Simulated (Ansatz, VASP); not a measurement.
One calculation of Si2PRh2, two programs

The input INCAR:

```
ALGO = Normal
EDIFF = 1E-6
ENCUT = 520
GGA = RE
ISIF = 2
ISMEAR = 0
ISYM = 0
LASPH = T
LCHARG = F
LREAL = F
LWAVE = F
NBANDS = 30
NELM = 100
PREC = Accurate
SIGMA = 0.0164
```

KPOINTS

```
k-points
0
Gamma
  5 5 5
```

File POSCAR:

```
Si2PRh2
1.0
    0.0000000000      3.9130552100      0.0000000000
    3.9130552100      0.0000000000      0.0000000000
    1.9565281100      1.9565281100     -4.8021640900
Si P Rh
2 1 2
Direct
    0.3620000000      0.3620000000      0.2760000000
    0.6380000000      0.6380000000      0.7240000000
    0.0000000000      0.0000000000      0.0000000000
    0.7500000000      0.2500000000      0.5000000000
    0.2500000000      0.7500000000      0.5000000000
```

Input for Ansatz:

```yaml
crystal:
  lattice:
    - [0.0, 3.91305521, 0.0]
    - [3.91305521, 0.0, 0.0]
    - [1.95652811, 1.95652811, -4.80216409]
  atoms:
    - { symbol: Si, position: [0.362, 0.362, 0.276] }
    - { symbol: Si, position: [0.638, 0.638, 0.724] }
    - { symbol: P, position: [0.0, 0.0, 0.0] }
    - { symbol: Rh, position: [0.75, 0.25, 0.5] }
    - { symbol: Rh, position: [0.25, 0.75, 0.5] }
  symmetry: { detect: false }
kpoints:
  mp_grid: { grid: [5, 5, 5], shift: [0, 0, 0] }
magnetization:
  spin_polarized: false
scf:
  occupations: { method: gaussian, width: 0.0164 }
hamiltonian:
  pseudopotentials: { kind: paw }
  xc: revpbe
basis:
  ecutwfc: 420
output:
  forces: true
  stress: true
  eigenvalues: true
```

Alike in both runs: task single point; functional revPBE; k mesh 5 × 5 × 5; occupations gaussian, width 0.0164 eV; no spin polarisation.

|  | VASP | Ansatz |
| --- | --- | --- |
| version | VASP 6.6.1 | Ansatz 0.2.0 |
| potentials or method | VASP PAW PBE potentials, release 64 (Si, P, Rh_pv), cutoff 520 eV | PAW plane waves |
| valence electrons in the cell | 43 | 47 |

VASP gave:

```
gap on the k mesh at the Fermi level (eV)                     : none
pressure (GPa)                                                : 23.2
traceless stress, the component that is largest in VASP (GPa) : -13.59
rms of the force components (eV/Å)                            : 1.759
```

What did Ansatz give for the same quantities?

gap on the k mesh at the Fermi level (eV): none; pressure (GPa): 23.2; traceless stress, the component that is largest in VASP (GPa): -13.49; rms of the force components (eV/Å): 1.750.

VASP's potentials were made for PBE, not for revPBE. Atom by atom the forces differ by 0.009 eV/Å (rms over components). A gap of «none» marks a metal or a gap that the smearing closes. The functional is the same, so the differences come from potentials, cutoffs and numerics. VASP's potentials hold 43 valence electrons a cell and Ansatz's 47, so a difference there can come from the potentials and not from the codes.
